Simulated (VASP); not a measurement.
A run of VASP 6.6.1:

INCAR

```
  ALGO = Normal
  EDIFF = 1E-7
  ENCUT = 520
  GGA = PS
  ISIF = 2
  ISMEAR = 0
  LASPH = True
  LCHARG = False
  LREAL = False
  LWAVE = False
  NBANDS = 17
  NELM = 80
  PREC = Accurate
  SIGMA = 0.15
```

File KPOINTS:

```
k-points
0
Gamma
  18 18 10
```

Contents of POSCAR:

```
Pt
1.0
    2.7606656158      0.0000000000      0.0000000000
   -1.3803328079      2.3908065546      0.0000000000
    0.0000000000      0.0000000000      4.9838193600
Pt
2
Direct
    0.6666666667      0.3333333333      0.7500000000
    0.3333333333      0.6666666667      0.2500000000
```

Potentials or basis: VASP PAW PBE potentials, release 64 (Pt).

Command:

```sh
$ cat potpaw_PBE.64/Pt/POTCAR > POTCAR
$ mpirun -np 1 vasp_std > vasp.out
```

Hardware: 1 thread of Intel(R) Xeon(R) 6975P-C (Granite Rapids), on a shared host.

Task: Estimate the wall time of this run.

Result: Run time: 40 s on 1 thread of Intel(R) Xeon(R) 6975P-C (Granite Rapids), with other jobs on the host, peak memory 0.24 GiB. Counts: scf iterations 13, k points 222.
